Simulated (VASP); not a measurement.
# TaN (Fm-3m) in VASP: elastic constants with LDA

Aim: the elastic constants of TaN with LDA.

Program: VASP 6.6.1. These are calculated values, not measurements. Logs are shortened: lines on timing, memory, paths and dates and some standing lists are left out, and cuts for length are marked.

## Step 1: The cell of the first run

The structure is cubic, space group Fm-3m (No. 225). The conventional cell has a = 4.331 Å, b = 4.331 Å, c = 4.331 Å, α = 90.00°, β = 90.00°, γ = 90.00°. Ta (site symmetry m-3m) has 6 N at 2.17 Å within 2.9 Å. Within 2.9 Å of N (site symmetry m-3m) lie 6 Ta at 2.17 Å.

## Step 2: Elastic constants, LDA

Contents of INCAR:

```
ALGO     = Fast           # electronic algorithm
EDIFF    = 1E-8           # SCF threshold, eV
ENCUT    = 600            # plane-wave cutoff, eV
GGA      = CA             # functional
IBRION   = 6              # ionic algorithm
ISIF     = 3              # what is computed and relaxed
ISMEAR   = -1             # smearing method
LASPH    = True           # aspherical terms in the spheres
LCHARG   = False          # write CHGCAR
LREAL    = False          # projectors in reciprocal space
LWAVE    = False          # write WAVECAR
NELM     = 80             # most SCF steps
NFREE    = 2            
NSW      = 1              # ionic steps
POTIM    = 0.015          # step
PREC     = Accurate       # precision mode
SIGMA    = 0.15           # smearing width, eV
```

Contents of KPOINTS:

```
k-points
0
Gamma
  16 16 16
```

Contents of POSCAR:

```
TaN
1.0
    0.0000000000      2.1653353854      2.1653353854
    2.1653353854      0.0000000000      2.1653353854
    2.1653353854      2.1653353854      0.0000000000
Ta N
1 1
Direct
    0.5000000000      0.5000000000      0.5000000000
    0.0000000000      0.0000000000      0.0000000000
```

Potentials or basis: VASP PAW LDA potentials, release 64 (Ta_pv, N).

Run with:

```
$ cat potpaw_LDA.64/Ta_pv/POTCAR potpaw_LDA.64/N/POTCAR > POTCAR
$ mpirun -np 1 vasp_std > vasp.out
```

OUTCAR:

```text
EDIFF = 1E-8
   ENCUT = 600
   GGA = CA
   IBRION = 6
   ISIF = 3
   ISMEAR = -1
   LASPH = True
   LREAL = False
   NELM = 80
   NFREE = 2
   NSW = 1
   POTIM = 0.015
   PREC = Accurate

 ion  position               nearest neighbor table
   1  0.500  0.500  0.500-   2 2.17   2 2.17   2 2.17   2 2.17   2 2.17   2 2.17
   2  0.000  0.000  0.000-   1 2.17   1 2.17   1 2.17   1 2.17   1 2.17   1 2.17

  LATTYP: Found a face centered cubic cell.
 ALAT       =     4.3306707708

  Lattice vectors:

 A1 = (   0.0000000000,   2.1653353854,   2.1653353854)
 A2 = (   2.1653353854,   0.0000000000,   2.1653353854)
 A3 = (   2.1653353854,   2.1653353854,   0.0000000000)

Analysis of symmetry for initial positions (statically):
=====================================================================
 Subroutine PRICEL returns:
 Original cell was already a primitive cell.

 Routine SETGRP: Setting up the symmetry group for a
 face centered cubic supercell.

 Subroutine GETGRP returns: Found 48 space group operations
 (whereof 48 operations were pure point group operations)
 out of a pool of 48 trial point group operations.

The static configuration has the point symmetry O_h .

Analysis of symmetry for dynamics (positions and initial velocities):
=====================================================================
 Subroutine PRICEL returns:
 Original cell was already a primitive cell.

 Routine SETGRP: Setting up the symmetry group for a
 face centered cubic supercell.

 Subroutine GETGRP returns: Found 48 space group operations
 (whereof 48 operations were pure point group operations)
 out of a pool of 48 trial point group operations.

The dynamic configuration has the point symmetry O_h .

 Subroutine INISYM returns: Found 48 space group operations
 (whereof 48 operations are pure point group operations),
 and found     1 'primitive' translations

----------------------------------------------------------------------------------------

                                     Primitive cell

  volume of cell :      20.3051

  direct lattice vectors                    reciprocal lattice vectors
     0.000000000  2.165335385  2.165335385    -0.230911111  0.230911111  0.230911111
     2.165335385  0.000000000  2.165335385     0.230911111 -0.230911111  0.230911111
     2.165335385  2.165335385  0.000000000     0.230911111  0.230911111 -0.230911111

  length of vectors
     3.062246669  3.062246669  3.062246669     0.399949777  0.399949777  0.399949777

  position of ions in fractional coordinates (direct lattice)
     0.500000000  0.500000000  0.500000000
     0.000000000  0.000000000  0.000000000

  ion indices of the primitive-cell ions
   primitive index   ion index
                 1           1
                 2           2

----------------------------------------------------------------------------------------

 KPOINTS: k-points

Automatic generation of k-mesh.
 Grid dimensions read from file:
 generate k-points for:   16   16   16

 Generating k-lattice:

  Cartesian coordinates                     Fractional coordinates (reciprocal lattice)
    -0.014431944  0.014431944  0.014431944     0.062500000  0.000000000  0.000000000
     0.014431944 -0.014431944  0.014431944     0.000000000  0.062500000  0.000000000
     0.014431944  0.014431944 -0.014431944     0.000000000  0.000000000  0.062500000

  Length of vectors
     0.024996861  0.024996861  0.024996861

  Shift w.r.t. Gamma in fractional coordinates (k-lattice)
     0.000000000  0.000000000  0.000000000

 Subroutine IBZKPT returns following result:
[... 104 lines left out ...]
  --------------------------------------------------------------------------------------
  -------------------------------------------------------------------------------------
  Total        0.9026693      0.9026693      0.9026693     -0.0000000     -0.0000000     -0.0000000
  in kB       71.2252069     71.2252069     71.2252069     -0.0000000     -0.0000000     -0.0000000
  external PRESSURE =      71.2252069 kB  Pullay stress =       0.0000000 kB
[... 89 lines left out ...]
  FREE ENERGIE OF THE ION-ELECTRON SYSTEM (eV)
  ---------------------------------------------------
  free  energy   TOTEN  =       -24.1432300241 eV

  energy  without entropy=      -24.0857683862  energy(sigma->0) =      -24.11449921

 E-fermi :  10.1109     XC(G=0): -13.9958

 val. band max:       10.0903978073   @ k =   0.0625   0.0625   0.0000
 cond. band min:      10.1176468403   @ k =  -0.1250   0.1250   0.0000
 fundamental gap:      0.0272490330
 Fermi energy:        10.1108552202

 k-point     1 :       0.0000    0.0000    0.0000
  band No.  band energies     occupation
      1     -25.3210      2.00000
      2     -25.3210      2.00000
      3     -25.3191      2.00000
      4      -8.9969      2.00000
      5       6.1448      2.00000
      6       6.1448      2.00000
      7       6.2339      2.00000
      8       7.7457      2.00000
      9       7.7457      2.00000
     10       7.9415      2.00000
     11      10.0163      1.30517
     12      10.2024      0.70395
[... 333 lines left out ...]
      1     -25.4264      2.00000
      2     -25.3481      2.00000
      3     -25.3245      2.00000
      4      -8.7182      2.00000
      5       4.8959      2.00000
      6       5.1713      2.00000
      7       5.6261      2.00000
      8       7.9325      2.00000
      9       8.2040      1.99999
     10       8.6770      1.99986
     11      10.8409      0.01528
     12      11.4091      0.00035

 [... further k-points ...]

[... ionic steps 4 to 14 ...]

--------------------------------------- Ionic step       15  -------------------------------------------

 number of electron      16.0000000 magnetization

------------------------ aborting loop because EDIFF is reached ----------------------------------------
[... 67 lines left out ...]
--------------------------------------- Ionic step       17  -------------------------------------------

 number of electron      16.0000000 magnetization

 Free energy of the ion-electron system (eV)
  ---------------------------------------------------
  ext. energy  EPLUGINS =         0.00000000
  ---------------------------------------------------
  free energy    TOTEN  =       -24.16913726 eV

  energy without entropy =      -24.11031916  energy(sigma->0) =      -24.13972821

 E-fermi :   9.9293     XC(G=0): -13.9129

 val. band max:        9.9180085537   @ k =   0.3750   0.1875  -0.3125
 cond. band min:       9.9314875419   @ k =   0.1250  -0.3125   0.3125
 fundamental gap:      0.0134789882
 Fermi energy:         9.9293172816

 k-point     1 :       0.0000    0.0000    0.0000
  band No.  band energies     occupation
      1     -25.5306      2.00000
      2     -25.5303      2.00000
      3     -25.5303      2.00000
      4      -9.0510      2.00000
      5       6.0289      2.00000
      6       6.0289      2.00000
      7       6.0311      2.00000
      8       7.6744      2.00000
      9       7.6829      2.00000
     10       7.6829      2.00000
     11       9.9477      0.93882
     12       9.9557      0.91243
[... 374 lines left out ...]
  FREE ENERGIE OF THE ION-ELECTRON SYSTEM (eV)
  ---------------------------------------------------
  free  energy   TOTEN  =       -24.1691372601 eV

  energy  without entropy=      -24.1103191621  energy(sigma->0) =      -24.13972821

 INTERNAL STRAIN TENSORS FROM STRAINED CELLS
 ============================================

 INTERNAL STRAIN TENSOR FOR ION    1 for displacements in x,y,z  (eV/Angst):
          X           Y           Z          XY          YZ          ZX
  --------------------------------------------------------------------------------
  x     0.00000    -0.00000    -0.00000     0.00000    -0.00000    -0.00000
  y    -0.00000     0.00000     0.00000    -0.00000    -0.00000     0.00000
  z    -0.00000     0.00000     0.00000    -0.00000     0.00000     0.00000

 INTERNAL STRAIN TENSORS FROM DISPLACED ATOMS
 ============================================

 INTERNAL STRAIN TENSOR FOR ION    1 for displacements in x,y,z  (eV/Angst):
          X           Y           Z          XY          YZ          ZX
  --------------------------------------------------------------------------------
  x     0.00000     0.00000     0.00000     0.00000     0.00000     0.00000
  y     0.00000     0.00000     0.00000     0.00000     0.00000     0.00000
  z     0.00000     0.00000     0.00000     0.00000     0.00000     0.00000

 INTERNAL STRAIN TENSOR FOR ION    2 for displacements in x,y,z  (eV/Angst):
          X           Y           Z          XY          YZ          ZX
  --------------------------------------------------------------------------------
  x     0.00000     0.00000     0.00000     0.00000     0.00000     0.00000
  y     0.00000     0.00000     0.00000     0.00000     0.00000     0.00000
  z     0.00000     0.00000     0.00000     0.00000     0.00000     0.00000

 Eigenvectors and eigenvalues of the dynamical matrix
 ----------------------------------------------------

   1 f  =   13.320729 THz    83.696608 2PiTHz  444.331689 cm-1    55.090083 meV
             X         Y         Z           dx          dy          dz
      2.165335  2.165335  2.165335     0.000000    0.268022    0.000000
      0.000000  0.000000  0.000000     0.000000   -0.963413    0.000000
[... 21 lines left out ...]
   6 f/i=    0.000444 THz     0.002791 2PiTHz    0.014819 cm-1     0.001837 meV
             X         Y         Z           dx          dy          dz
      2.165335  2.165335  2.165335     0.000000   -0.963413    0.000000
      0.000000  0.000000  0.000000     0.000000   -0.268022    0.000000

--------------------------------------------------------------------------------------------------------

 ELASTIC MODULI CONTR FROM IONIC RELAXATION (kBar)
 Direction    XX          YY          ZZ          XY          YZ          ZX
 --------------------------------------------------------------------------------
 XX           0.0000      0.0000      0.0000      0.0000      0.0000      0.0000
 YY           0.0000      0.0000      0.0000      0.0000      0.0000      0.0000
 ZZ           0.0000      0.0000      0.0000      0.0000      0.0000      0.0000
 XY           0.0000      0.0000      0.0000      0.0000      0.0000      0.0000
 YZ           0.0000      0.0000      0.0000      0.0000      0.0000      0.0000
 ZX           0.0000      0.0000      0.0000      0.0000      0.0000      0.0000
 --------------------------------------------------------------------------------

 TOTAL ELASTIC MODULI (kBar)
 Direction    XX          YY          ZZ          XY          YZ          ZX
 --------------------------------------------------------------------------------
 XX        8797.8107   1573.5268   1573.5268      0.0000      0.0000     -0.0000
 YY        1573.5268   8797.8107   1573.5268      0.0000      0.0000      0.0000
 ZZ        1573.5268   1573.5268   8797.8107      0.0000     -0.0000     -0.0000
 XY           0.0000      0.0000      0.0000    671.0758     -0.0000      0.0000
 YZ           0.0000      0.0000     -0.0000     -0.0000    671.0758     -0.0000
 ZX          -0.0000      0.0000     -0.0000      0.0000     -0.0000    671.0758
 --------------------------------------------------------------------------------
```

It took 45 min on 1 thread of Oxide Virtual Turin-like, shared host; peak memory 0.63 GiB.

What came out:

- Elastic constants C11, C12, C44: 880, 157, 67 GPa
- Voigt bulk modulus: 398 GPa
- Highest phonon frequency at Γ: 444 cm⁻¹

Phonon frequencies in cm⁻¹ (negative: imaginary):
| q point | frequencies |
| --- | --- |
| (0.000, 0.000, 0.000) | 0 0 0 444 444 444 |

Elastic tensor in Voigt notation (GPa, in the Cartesian axes of the cell as first typed):
```
880 157 157   0   0   0
157 880 157   0   0   0
157 157 880   0   0   0
  0   0   0  67   0   0
  0   0   0   0  67   0
  0   0   0   0   0  67
```

Clamped-ion elastic tensor (GPa):
```
880 157 157   0   0   0
157 880 157   0   0   0
157 157 880   0   0   0
  0   0   0  67   0   0
  0   0   0   0  67   0
  0   0   0   0   0  67
```

Caveat: the cell is under stress, which shifts elastic constants; spin-orbit coupling is left out, which moves the levels of the heavy elements.
